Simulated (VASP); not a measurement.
Input of a VASP 6.6.1 run:

Contents of INCAR:

```
ALGO = Normal
EDIFF = 1E-7
EDIFFG = -0.004
ENCUT = 600
GGA_COMPAT = False
IBRION = 2
ISIF = 3
ISMEAR = 0
LASPH = True
LCHARG = False
LREAL = False
LWAVE = False
NELM = 120
NELMIN = 4
NSW = 70
PREC = Accurate
PSTRESS = 9.999999999999999e-06
SIGMA = 0.1
```

Contents of KPOINTS:

```
k-points
0
Gamma
  16 16 16
```

File POSCAR:

```
SiC
1.0
    0.0000000000      2.0025523663      2.0025523663
    2.0025523663      0.0000000000      2.0025523663
    2.0025523663      2.0025523663      0.0000000000
C Si
1 1
Direct
    0.0000000000      0.0000000000      0.0000000000
    0.5000000000      0.5000000000      0.5000000000
```

Potentials or basis: VASP PAW LDA potentials, release 64 (C, Si).

The run is started by

```bash
$ cat potpaw_LDA.64/C/POTCAR potpaw_LDA.64/Si/POTCAR > POTCAR
$ mpirun -np 1 vasp_std > vasp.out
```

(1) What does it give for the band gap on the k mesh?

(2) What does it give for the space group after relaxing (to 0.05 Å)?

(3) What does it give for the relaxed volume?

(4) What does it give for the relaxed cell?

Answers

(1) zero (band 4 reaches 12.92 eV, above the bottom of band 5 at 12.13 eV).

(2) Fm-3m (No. 225).

(3) 8.05 Å³/atom.

(4) a = 2.834 Å, b = 2.834 Å, c = 2.834 Å, α = 60.00°, β = 60.00°, γ = 60.00°.

Caveat: the cell is relaxed towards a set pressure, so the enthalpy falls and the energy may rise.
